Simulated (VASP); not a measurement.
A run of VASP 6.6.1 is set up as follows.

INCAR

```
SYSTEM = SrO
  PREC = Accurate
  ENCUT = 520
  EDIFF = 1E-7
  ISMEAR = 0
  SIGMA = 0.01
  LREAL = .False.
  LASPH = .True.
  NELM = 80
  ALGO = Normal
  ISIF = 2
  LWAVE = .False.
  LCHARG = .False.
  GGA = PE
  NBANDS = 24
```

KPOINTS

```
Automatic mesh
0
Gamma
  12 12 4
  0 0 0
```

Contents of POSCAR:

```
SrO
1.0
    3.5471277436      0.0000000000      0.0000000000
   -1.7735638718      3.0719027365      0.0000000000
    0.0000000000      0.0000000000      6.2083420503
Sr O
2 2
Direct
    0.3333333333      0.6666666667      0.2500000000
    0.6666666667      0.3333333333      0.7500000000
    0.0000000000      0.0000000000      0.0000000000
    0.0000000000      0.0000000000      0.5000000000
```

Potentials or basis: VASP PAW PBE potentials, release 64 (Sr_sv, O).

Run with:

```sh
$ cat potpaw_PBE.64/Sr_sv/POTCAR potpaw_PBE.64/O/POTCAR > POTCAR
$ mpirun -np 1 vasp_std > vasp.out
```

Problem. Estimate the pressure.

Solution. 2.5 GPa.

Problem. What does it give for the band gap on the k mesh?

Solution. 3.06 eV, indirect (least direct gap 3.11 eV).

Stress tensor (GPa, compression positive):
```
2.53 0.00 0.00
0.00 2.53 0.00
0.00 0.00 2.31
```

A k mesh can miss the band edges. As with any semilocal functional, this PBE gap is likely too small.
